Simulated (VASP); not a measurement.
# GdN (Fm-3m) in VASP: further runs

The runs below take GdN through electric field gradients, with PBE.

Program: VASP 6.6.1. These are calculated values, not measurements. Logs are shortened: lines on timing, memory, paths and dates and some standing lists are left out, and cuts for length are marked.

### 1 The cell of the first run

Symmetry: Fm-3m, No. 225, cubic system. Conventional cell: a = 4.914 Å, b = 4.914 Å, c = 4.914 Å, α = 90.00°, β = 90.00°, γ = 90.00°. Gd (site symmetry m-3m) has 6 N at 2.46 Å within 3.2 Å. Within 3.2 Å of N (site symmetry m-3m) lie 6 Gd at 2.46 Å.

### 2 Electric field gradients, PBE, collinear spin, ferromagnetic start (14.83 Å³/atom)

INCAR

```
SYSTEM = GdN
PREC     = Accurate       ! precision mode
ENCUT    = 520            ! plane-wave cutoff, eV
EDIFF    = 1E-8           ! SCF threshold, eV
ISMEAR   = -1             ! smearing method
SIGMA    = 0.05           ! smearing width, eV
LREAL    = .FALSE.        ! projectors in reciprocal space
LASPH    = .TRUE.         ! aspherical terms in the spheres
NELM     = 150            ! most SCF steps
ALGO     = Normal         ! electronic algorithm
ISIF     = 2              ! what is computed and relaxed
LWAVE    = .FALSE.        ! write WAVECAR
LCHARG   = .FALSE.        ! write CHGCAR
ISPIN    = 2              ! spin polarisation
MAGMOM   = 7 0            ! initial moments
LORBIT   = 11             ! projections on sites
LMAXMIX  = 6              ! l up to which the mixer works
GGA      = PE             ! functional
LEFG     = .TRUE.       
NBANDS   = 22             ! bands
```

KPOINTS

```
Automatic mesh
0
G
  11 11 11
  0 0 0
```

POSCAR

```
GdN
1.0
    0.0000000000      2.4571274074      2.4571274074
    2.4571274074      0.0000000000      2.4571274074
    2.4571274074      2.4571274074      0.0000000000
Gd N
1 1
Direct
    0.0000000000      0.0000000000      0.0000000000
    0.5000000000      0.5000000000      0.5000000000
```

Potentials or basis: VASP PAW PBE potentials, release 64 (Gd, N).

The run is started by

```sh
$ cat potpaw_PBE.64/Gd/POTCAR potpaw_PBE.64/N/POTCAR > POTCAR
$ mpirun -np 1 vasp_std > vasp.out
```

OUTCAR:

```text
SYSTEM = GdN
   PREC = Accurate
   ENCUT = 520
   EDIFF = 1E-8
   ISMEAR = -1
   LREAL = .FALSE.
   LASPH = .TRUE.
   NELM = 150
   ISIF = 2
   ISPIN = 2
   LORBIT = 11
   GGA = PE

 ion  position               nearest neighbor table
   1  0.000  0.000  0.000-   2 2.46   2 2.46   2 2.46   2 2.46   2 2.46   2 2.46
   2  0.500  0.500  0.500-   1 2.46   1 2.46   1 2.46   1 2.46   1 2.46   1 2.46

  LATTYP: Found a face centered cubic cell.
 ALAT       =     4.9142548148

  Lattice vectors:

 A1 = (   0.0000000000,   2.4571274074,   2.4571274074)
 A2 = (   2.4571274074,   0.0000000000,   2.4571274074)
 A3 = (   2.4571274074,   2.4571274074,   0.0000000000)

Analysis of symmetry for initial positions (statically):
=====================================================================
 Subroutine PRICEL returns:
 Original cell was already a primitive cell.

 Routine SETGRP: Setting up the symmetry group for a
 face centered cubic supercell.

 Subroutine GETGRP returns: Found 48 space group operations
 (whereof 48 operations were pure point group operations)
 out of a pool of 48 trial point group operations.

The static configuration has the point symmetry O_h .

Analysis of symmetry for dynamics (positions and initial velocities):
=====================================================================
 Subroutine PRICEL returns:
 Original cell was already a primitive cell.

 Routine SETGRP: Setting up the symmetry group for a
 face centered cubic supercell.

 Subroutine GETGRP returns: Found 48 space group operations
 (whereof 48 operations were pure point group operations)
 out of a pool of 48 trial point group operations.

The dynamic configuration has the point symmetry O_h .

Analysis of structural, dynamic, and magnetic symmetry:
=====================================================================
 Subroutine PRICEL returns:
 Original cell was already a primitive cell.

 Routine SETGRP: Setting up the symmetry group for a
 face centered cubic supercell.

 Subroutine GETGRP returns: Found 48 space group operations
[... 156 lines left out ...]
 Fermi energy:         4.2297202139

 spin component 1

 k-point     1 :       0.0000    0.0000    0.0000
  band No.  band energies     occupation
      1     -39.4484      1.00000
      2     -16.4051      1.00000
      3     -16.4051      1.00000
      4     -16.4051      1.00000
      5      -9.0050      1.00000
      6       0.6546      1.00000
[... 589 lines left out ...]
     21      13.1588      0.00000
     22      19.0056      0.00000

 [... further k-points ...]

 spin component 2

 k-point     1 :       0.0000    0.0000    0.0000
  band No.  band energies     occupation
      1     -36.3597      1.00000
      2     -14.1574      1.00000
      3     -14.1574      1.00000
      4     -14.1574      1.00000
      5      -8.9868      1.00000
      6       3.2619      1.00000
[... 589 lines left out ...]
     21      14.0401      0.00000
     22      20.1006      0.00000

 [... further k-points ...]
[... 5 lines left out ...]
  --------------------------------------------------------------------------------------
  -------------------------------------------------------------------------------------
  Total        1.2748266      1.2748266      1.2748266      0.0000000      0.0000000      0.0000000
  in kB       68.8412358     68.8412358     68.8412358      0.0000000      0.0000000      0.0000000
  external PRESSURE =      68.8412358 kB  Pullay stress =       0.0000000 kB

 VOLUME and BASIS-vectors are now :
 -----------------------------------------------------------------------------
  energy-cutoff  :      520.00
  volume of cell :       29.67
      direct lattice vectors                 reciprocal lattice vectors
     0.000000000  2.457127407  2.457127407    -0.203489652  0.203489652  0.203489652
     2.457127407  0.000000000  2.457127407     0.203489652 -0.203489652  0.203489652
     2.457127407  2.457127407  0.000000000     0.203489652  0.203489652 -0.203489652

 POSITION                                       TOTAL-FORCE (eV/Angst)
 -----------------------------------------------------------------------------------
      0.00000      0.00000      0.00000         0.000000      0.000000     -0.000000
      2.45713      2.45713      2.45713         0.000000     -0.000000      0.000000
 -----------------------------------------------------------------------------------
    total drift:                                0.000000      0.000000      0.000000

  FREE ENERGIE OF THE ION-ELECTRON SYSTEM (eV)
  ---------------------------------------------------
  free  energy   TOTEN  =       -23.1885597621 eV

  energy  without entropy=      -23.1878977670  energy(sigma->0) =      -23.18822876

 Electric field gradients (V/A^2)
---------------------------------------------------------------------
 ion       V_xx      V_yy      V_zz      V_xy      V_xz      V_yz
---------------------------------------------------------------------
   1      -0.000     0.000    -0.000    -0.001    -0.001    -0.001
   2      -0.000    -0.000    -0.000    -0.001    -0.001    -0.001
---------------------------------------------------------------------

 Electric field gradients after diagonalization (V/A^2)
 (convention: |V_zz| > |V_xx| > |V_yy|)
----------------------------------------------------------------------
 ion       V_xx      V_yy      V_zz     asymmetry (V_yy - V_xx)/ V_zz
----------------------------------------------------------------------
   1       0.001     0.001    -0.003       0.000
   2       0.001     0.001    -0.002       0.000
----------------------------------------------------------------------

           NMR quadrupolar parameters

 Cq : quadrupolar parameter    Cq=e*Q*V_zz/h
 eta: asymmetry parameters     (V_yy - V_xx)/ V_zz
 Q  : nuclear electric quadrupole moment in mb (millibarn)
----------------------------------------------------------------------
 ion       Cq(MHz)       eta       Q (mb)
----------------------------------------------------------------------
   1      -0.000       0.000       1.000
   2      -0.000       0.000       1.000
----------------------------------------------------------------------

 total charge

# of ion       s       p       d       f       tot
--------------------------------------------------
    1        2.037   5.671   0.562   6.998  15.267
    2        1.253   2.404   0.000   0.000   3.657
--------------------------------------------------
tot          3.289   8.075   0.562   6.998  18.924

 magnetization (x)

# of ion       s       p       d       f       tot
--------------------------------------------------
    1       -0.005  -0.080   0.089   6.799   6.803
    2       -0.008  -0.083   0.000   0.000  -0.091
--------------------------------------------------
tot         -0.013  -0.163   0.089   6.799   6.712
```

stdout:

```text
POSCAR found type information on POSCAR GdN
 POSCAR found :  2 types and       2 ions
 scaLAPACK will be used
 LDA part: xc-table for (Slater+PW92), standard interpolation
 POSCAR, INCAR and KPOINTS ok, starting setup
 FFT: planning ... GRIDC
 FFT: planning ... GRID_SOFT
 FFT: planning ... GRID
 WAVECAR not read
 entering main loop
ion   1

ion   2
```

Wall time 8.8 min (1 thread of Intel Xeon 8259CL, shared host); peak memory 0.23 GiB.

Results:

| Property | Result |
| --- | --- |
| Free energy | -23.1886 eV |
| Pressure | 6.9 GPa |
| Band gap on the k mesh | zero (filled and empty bands overlap) |
| Net moment | 7.00 μB per cell |
| Site moments | Gd +6.80; N -0.09 μB |
| Largest electric field gradient by atom | under 0.05 V/Å² on every atom |
| Valence electrons inside the program's atomic spheres | Gd 15.27; N 3.66 |

Levels at points of the mesh, in eV from the Fermi level:
Spin up:
| k point | band 11 | band 12 | band 13 | band 14 | band 15 | band 16 | band 17 | band 18 | band 19 | band 20 |
| --- | --- | --- | --- | --- | --- | --- | --- | --- | --- | --- |
| (0.00, 0.00, 0.00) | -3.10 | -3.10 | 0.27 | 0.27 | 0.27 | 2.48 | 2.48 | 2.48 | 3.50 | 4.72 |
Spin down:
```
           k point  band 5  band 6  band 7  band 8  band 9  band 10  band 11  band 12
(0.00, 0.00, 0.00)  -13.22   -0.97   -0.97   -0.97    1.75     2.35     2.35     2.35
```

Caveat: the cell stands under pressure; spin-orbit coupling is left out, which moves the levels of the heavy elements; a cell with one magnetic atom can't hold antiferromagnetic order, which such compounds often take; semilocal functionals describe open f shells poorly, which spoils levels, moments and volumes. With open d or f shells a metallic result of PBE can be an artefact of self-interaction; +U or a hybrid may open a gap.

### 3 Electric field gradients, PBE, collinear spin, ferromagnetic start (15.23 Å³/atom)

This run uses another cell than the first one, of 15.23 Å³/atom.

INCAR

```
SYSTEM = GdN
ALGO = Normal ; EDIFF = 1E-8
ENCUT = 520 ; GGA = PE
ISIF = 2 ; ISMEAR = -1
ISPIN = 2 ; LASPH = .True.
LCHARG = .False. ; LEFG = .True.
LMAXMIX = 6 ; LORBIT = 11
LREAL = .False. ; LWAVE = .False.
MAGMOM = 7 0 ; NBANDS = 22
NELM = 150 ; PREC = Accurate
SIGMA = 0.05
```

KPOINTS

```
k-points
0
Gamma
  11 11 11
  0 0 0
```

POSCAR

```
GdN
1.0
    0.0000000000      2.4784948052      2.4784948052
    2.4784948052      0.0000000000      2.4784948052
    2.4784948052      2.4784948052      0.0000000000
Gd N
1 1
Direct
    0.0000000000      0.0000000000      0.0000000000
    0.5000000000      0.5000000000      0.5000000000
```

Potentials or basis: VASP PAW PBE potentials, release 64 (Gd, N).

The run is started by

```sh
$ cat potpaw_PBE.64/Gd/POTCAR potpaw_PBE.64/N/POTCAR > POTCAR
$ mpirun -np 1 vasp_std > vasp.out
```

OUTCAR:

```text
SYSTEM = GdN
   EDIFF = 1E-8
   ENCUT = 520
   GGA = PE
   ISIF = 2
   ISMEAR = -1
   ISPIN = 2
   LASPH = .True.
   LORBIT = 11
   LREAL = .False.
   NELM = 150
   PREC = Accurate

 ion  position               nearest neighbor table
   1  0.000  0.000  0.000-   2 2.48   2 2.48   2 2.48   2 2.48   2 2.48   2 2.48
   2  0.500  0.500  0.500-   1 2.48   1 2.48   1 2.48   1 2.48   1 2.48   1 2.48

  LATTYP: Found a face centered cubic cell.
 ALAT       =     4.9569896104

  Lattice vectors:

 A1 = (   0.0000000000,   2.4784948052,   2.4784948052)
 A2 = (   2.4784948052,   0.0000000000,   2.4784948052)
[... 1446 lines left out ...]
 (convention: |V_zz| > |V_xx| > |V_yy|)
----------------------------------------------------------------------
 ion       V_xx      V_yy      V_zz     asymmetry (V_yy - V_xx)/ V_zz
----------------------------------------------------------------------
   1       0.002     0.002    -0.004       0.000
   2       0.001     0.001    -0.001       0.000
----------------------------------------------------------------------

           NMR quadrupolar parameters

 Cq : quadrupolar parameter    Cq=e*Q*V_zz/h
 eta: asymmetry parameters     (V_yy - V_xx)/ V_zz
 Q  : nuclear electric quadrupole moment in mb (millibarn)
----------------------------------------------------------------------
 ion       Cq(MHz)       eta       Q (mb)
----------------------------------------------------------------------
   1      -0.000       0.000       1.000
   2      -0.000       0.000       1.000
----------------------------------------------------------------------

 total charge

# of ion       s       p       d       f       tot
--------------------------------------------------
    1        2.035   5.666   0.544   6.998  15.243
    2        1.251   2.391   0.000   0.000   3.642
--------------------------------------------------
tot          3.286   8.057   0.544   6.998  18.885

 magnetization (x)

# of ion       s       p       d       f       tot
--------------------------------------------------
    1       -0.005  -0.080   0.086   6.804   6.804
    2       -0.007  -0.081   0.000   0.000  -0.088
--------------------------------------------------
tot         -0.013  -0.161   0.086   6.804   6.716
```

It took 11 min on 1 thread of Intel Xeon 8259CL, shared host; peak memory 0.24 GiB.

Results:

```
Free energy                                           : -23.2122 eV
Pressure                                              : 2.6 GPa
Band gap on the k mesh                                : zero (filled and empty bands overlap)
Net moment                                            : 7.00 μB per cell
Site moments                                          : Gd +6.80; N -0.09 μB
Largest electric field gradient by atom               : under 0.05 V/Å² on every atom
Valence electrons inside the program's atomic spheres : Gd 15.24; N 3.64
```

Caveat: spin-orbit coupling is left out, which moves the levels of the heavy elements; a cell with one magnetic atom can't hold antiferromagnetic order, which such compounds often take; semilocal functionals describe open f shells poorly, which spoils levels, moments and volumes.

### 4 Electric field gradients, PBE, collinear spin, ferromagnetic start

This run uses another cell than the first one, of 15.62 Å³/atom.

INCAR

```
ALGO = Normal
EDIFF = 1E-8
ENCUT = 520
GGA = PE
ISIF = 2
ISMEAR = -1
ISPIN = 2
LASPH = T
LCHARG = F
LEFG = T
LMAXMIX = 6
LORBIT = 11
LREAL = F
LWAVE = F
MAGMOM = 7 0
NBANDS = 22
NELM = 150
PREC = Accurate
SIGMA = 0.05
```

KPOINTS

```
k-points
0
Gamma
  11 11 11
```

POSCAR

```
GdN
1.0
    0.0000000000      2.4995000000      2.4995000000
    2.4995000000      0.0000000000      2.4995000000
    2.4995000000      2.4995000000      0.0000000000
Gd N
1 1
Direct
    0.0000000000      0.0000000000      0.0000000000
    0.5000000000      0.5000000000      0.5000000000
```

Potentials or basis: VASP PAW PBE potentials, release 64 (Gd, N).

The run is started by

```sh
$ cat potpaw_PBE.64/Gd/POTCAR potpaw_PBE.64/N/POTCAR > POTCAR
$ mpirun -np 1 vasp_std > vasp.out
```

OUTCAR:

```text
EDIFF = 1E-8
   ENCUT = 520
   GGA = PE
   ISIF = 2
   ISMEAR = -1
   ISPIN = 2
   LASPH = T
   LORBIT = 11
   LREAL = F
   NELM = 150
   PREC = Accurate

 ion  position               nearest neighbor table
   1  0.000  0.000  0.000-   2 2.50   2 2.50   2 2.50   2 2.50   2 2.50   2 2.50
   2  0.500  0.500  0.500-   1 2.50   1 2.50   1 2.50   1 2.50   1 2.50   1 2.50

  LATTYP: Found a face centered cubic cell.
 ALAT       =     4.9990000000

  Lattice vectors:

 A1 = (   0.0000000000,   2.4995000000,   2.4995000000)
[... 1444 lines left out ...]

 Electric field gradients after diagonalization (V/A^2)
 (convention: |V_zz| > |V_xx| > |V_yy|)
----------------------------------------------------------------------
 ion       V_xx      V_yy      V_zz     asymmetry (V_yy - V_xx)/ V_zz
----------------------------------------------------------------------
   1       0.002     0.002    -0.004       0.000
   2       0.000     0.000    -0.001       0.000
----------------------------------------------------------------------

           NMR quadrupolar parameters

 Cq : quadrupolar parameter    Cq=e*Q*V_zz/h
 eta: asymmetry parameters     (V_yy - V_xx)/ V_zz
 Q  : nuclear electric quadrupole moment in mb (millibarn)
----------------------------------------------------------------------
 ion       Cq(MHz)       eta       Q (mb)
----------------------------------------------------------------------
   1      -0.000       0.000       1.000
   2      -0.000       0.000       1.000
----------------------------------------------------------------------

 total charge

# of ion       s       p       d       f       tot
--------------------------------------------------
    1        2.033   5.661   0.527   6.999  15.220
    2        1.249   2.379   0.000   0.000   3.628
--------------------------------------------------
tot          3.283   8.040   0.527   6.999  18.849

 magnetization (x)

# of ion       s       p       d       f       tot
--------------------------------------------------
    1       -0.006  -0.081   0.083   6.808   6.804
    2       -0.007  -0.078   0.000   0.000  -0.085
--------------------------------------------------
tot         -0.012  -0.159   0.083   6.808   6.719
```

OSZICAR:

```text
N       E                     dE             d eps       ncg     rms          rms(c)
DAV:   1     0.131708359382E+03    0.13171E+03   -0.83950E+03  6824   0.564E+03
DAV:   2    -0.476602919928E+01   -0.13647E+03   -0.11800E+03  6844   0.442E+02
DAV:   3    -0.221024036050E+02   -0.17336E+02   -0.16869E+02  7398   0.119E+02
[... 35 lines left out ...]
DAV:  39    -0.232159185330E+02   -0.24535E-06   -0.33172E-07  7934   0.252E-02    0.120E-02
DAV:  40    -0.232159185481E+02   -0.15102E-07   -0.23051E-07  8060   0.147E-02    0.429E-03
DAV:  41    -0.232159185092E+02    0.38889E-07   -0.18274E-08  4766   0.519E-03    0.536E-03
DAV:  42    -0.232159185486E+02   -0.39382E-07   -0.26280E-08  4780   0.141E-03    0.401E-03
DAV:  43    -0.232159185474E+02    0.11919E-08   -0.30495E-09  2644   0.292E-03
   1 F= -.23215919E+02 E0= -.23215585E+02  d E =-.666977E-03  mag=     7.0000
```

stdout:

```text
POSCAR found type information on POSCAR GdN
 POSCAR found :  2 types and       2 ions
 scaLAPACK will be used
 LDA part: xc-table for (Slater+PW92), standard interpolation
 POSCAR, INCAR and KPOINTS ok, starting setup
 FFT: planning ... GRIDC
 FFT: planning ... GRID_SOFT
 FFT: planning ... GRID
 WAVECAR not read
 entering main loop
ion   1

ion   2
```

Wall time 7.7 min (1 thread of Intel Xeon 8259CL, shared host); peak memory 0.23 GiB.

What came out:

```
Free energy                                           : -23.2159 eV
Pressure                                              : -1.3 GPa
Band gap on the k mesh                                : zero (filled and empty bands overlap)
Net moment                                            : 7.00 μB per cell
Site moments                                          : Gd +6.80; N -0.09 μB
Largest electric field gradient by atom               : under 0.05 V/Å² on every atom
Valence electrons inside the program's atomic spheres : Gd 15.22; N 3.63
```

Levels at points of the mesh, in eV from the Fermi level:
Spin up:
```
           k point  band 12  band 13  band 14  band 15  band 16  band 17  band 18  band 19
(0.00, 0.00, 0.00)    -3.25     0.23     0.23     0.23     2.48     2.48     2.48     3.13
```
Spin down:
```
           k point  band 5  band 6  band 7  band 8  band 9  band 10  band 11  band 12
(0.00, 0.00, 0.00)  -13.03   -0.87   -0.87   -0.87    1.67     2.19     2.19     2.19
```

Caveat: spin-orbit coupling is left out, which moves the levels of the heavy elements; a cell with one magnetic atom can't hold antiferromagnetic order, which such compounds often take; semilocal functionals describe open f shells poorly, which spoils levels, moments and volumes. With open d or f shells a metallic result of PBE can be an artefact of self-interaction; +U or a hybrid may open a gap.

(Part 1 of 2 ends here.)
